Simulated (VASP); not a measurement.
BN, 2 atoms in the cell. It takes space group R-3m (No. 166, trigonal). The conventional cell has a = 2.469 Å, b = 2.469 Å, c = 6.138 Å, α = 90.00°, β = 90.00°, γ = 120.00°. B (site symmetry -3m) has 6 N at 1.75 Å within 2.3 Å. N (site symmetry -3m) has 6 B at 1.75 Å within 2.3 Å. 

* Program: VASP 6.6.1
* Task: G0W0 quasiparticle levels
* Functional: PBE
* Potentials or basis: VASP PAW PBE potentials, release 64 (B_GW, N_GW)
* Cutoff: 500 eV
* k mesh: 8 × 8 × 8
* Occupations: gaussian, width 0.01 eV
* Spin: no spin polarisation
* Dipole correction: no
* GW scheme: G0W0
* GW iterations: 1
* Cutoff of the response function: 150
* Frequency points: 96
* Empty bands: 45
* Further INCAR settings: ALGO = EVGW0; EDIFF = 1e-08; NBANDS = 49

Potentials or basis: VASP PAW PBE potentials, release 64 (B_GW, N_GW).

Command:

```bash
$ cat potpaw_PBE.64/B_GW/POTCAR potpaw_PBE.64/N_GW/POTCAR > POTCAR
$ cp INCAR.step1 INCAR
$ mpirun -np 1 vasp_std > vasp.out
$ cp INCAR.step2 INCAR
$ mpirun -np 1 vasp_std > vasp.out
$ cp INCAR.step3 INCAR
$ mpirun -np 1 vasp_std > vasp.out
```

Hardware: 1 thread of Intel(R) Xeon(R) 6975P-C (Granite Rapids) (shared host).

Task: How long does it take, and how much memory?

Result: It took 9.4 min on 1 thread of Intel(R) Xeon(R) 6975P-C (Granite Rapids) (shared host), peak memory 0.56 GiB. Counts: k points 65.
